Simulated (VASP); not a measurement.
A run of VASP 6.6.1:

Contents of INCAR:

```
  PREC = Accurate
  ENCUT = 520
  EDIFF = 1E-7
  ISMEAR = 0
  SIGMA = 0.1
  LREAL = F
  LASPH = T
  NELM = 80
  ALGO = Fast
  ISIF = 2
  LWAVE = F
  LCHARG = F
  LDIPOL = T
  IDIPOL = 3
  DIPOL = 0.5 0.5 0.391
  GGA = PE
  IBRION = 2
  NSW = 36
  EDIFFG = -0.025
```

Contents of KPOINTS:

```
Automatic mesh
0
Gamma
  9 9 1
```

POSCAR

```
Ti5Cl
1.0
    2.9381632086      0.0000000000      0.0000000000
   -1.4690816043      2.5445239791      0.0000000000
    0.0000000000      0.0000000000     24.7117068140
Ti Cl
5 1
Selective dynamics
Direct
    0.6666666667      0.3333333333      0.1618666015  F F F
    0.3333333333      0.6666666667      0.2559609806  F F F
    0.6666666667      0.3333333333      0.3506708119  F F F
    0.3333333333      0.6666666667      0.4475655916  F F F
    0.6666666667      0.3333333333      0.5346335206  F F F
    1.3333333333      0.6666666667      0.5977757306  F F T
```

Potentials or basis: VASP PAW PBE potentials, release 64 (Ti_sv, Cl).

Launch:

```console
$ cat potpaw_PBE.64/Ti_sv/POTCAR potpaw_PBE.64/Cl/POTCAR > POTCAR
$ mpirun -np 1 vasp_std > vasp.out
```

Hardware: 1 thread of Oxide Virtual Turin-like Processor, on a shared host.

**Question.** Estimate the wall time of this run.

**Answer.** Run time: 27 min on 1 thread of Oxide Virtual Turin-like Processor, on a shared host, peak memory 0.35 GiB. Counts: scf iterations 153, k points 12, ion steps 4.
